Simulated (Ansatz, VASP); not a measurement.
## ZnS: VASP beside Ansatz

File INCAR:

```
PREC = Accurate
ENCUT = 520
EDIFF = 1E-7
ISMEAR = -1
SIGMA = 0.02
LREAL = F
LASPH = T
NELM = 60
ALGO = Normal
ISIF = 2
LWAVE = F
LCHARG = F
GGA = PE
NBANDS = 26
```

File KPOINTS:

```
regular mesh
0
Gamma
  12 12 4
```

The input POSCAR:

```
ZnS
1.0
    3.8054508512     -0.0658342997      0.0000000000
   -1.9597396016      3.3285342598      0.0000000000
    0.0000000000      0.0000000000      6.2439931002
Zn S
2 2
Direct
    0.3328521111      0.6664405683      0.0004126385
    0.6671478889      0.3335594317      0.5004126385
    0.3418164361      0.6671356039      0.3745873615
    0.6581835639      0.3328643961      0.8745873615
```

Input for Ansatz:

```yaml
crystal:
  lattice:
    - [3.8054508512, -0.0658342997, 0.0]
    - [-1.9597396016, 3.3285342598, 0.0]
    - [0.0, 0.0, 6.2439931002]
  atoms:
    - { symbol: Zn, position: [0.3328521111, 0.6664405683, 0.0004126385] }
    - { symbol: Zn, position: [0.6671478889, 0.3335594317, 0.5004126385] }
    - { symbol: S, position: [0.3418164361, 0.6671356039, 0.3745873615] }
    - { symbol: S, position: [0.6581835639, 0.3328643961, 0.8745873615] }
kpoints:
  mp_grid: { grid: [12, 12, 4] }
  band_path:
    path:
      - [0.0, 0.0, 0.0]
      - [0.5, 0.0, 0.0]
      - [0.3333333333, 0.3333333333, 0.0]
      - [0.0, 0.0, 0.5]
      - [0.5, 0.0, 0.5]
      - [0.3333333333, 0.3333333333, 0.5]
    npoints: 1
hamiltonian:
  xc: pbe
scf:
  occupations: { method: fermi_dirac, width: 0.02 }
  n_extra_bands: 5
output:
  forces: true
  stress: true
  eigenvalues: true
  write_density: true
  write_potential: true
  elf: true
  volumetric_format: npy
```

Change from the starting cell: shear_xy strain -3.5%.

Alike in both runs: task single point; functional PBE; k mesh 12 × 12 × 4; occupations fermi-dirac, width 0.02 eV; no spin polarisation.

|  | VASP | Ansatz |
| --- | --- | --- |
| version | VASP 6.6.1 | Ansatz 0.2.0 |
| potentials or method | VASP PAW PBE potentials, release 64 (Zn, S) | plane waves, PAW |
| plane-wave cutoff (eV) | 520 | 420 |
| valence electrons in the cell | 36 | 36 |

```tsv
	VASP	Ansatz	Ansatz less VASP
gap on the k mesh at the Fermi level (eV)	2.14	2.13	-0.005
pressure (GPa)	2.4	2.3	-0.18
traceless stress, the component that is largest in VASP (GPa)	1.12	1.12	+0.002
rms of the force components (eV/Å)	0.003	0.003	-0.0007
```

Atom by atom the forces differ by 0.001 eV/Å (rms over components). With one functional, cell and mesh, what is left measures potentials, basis and numerics.
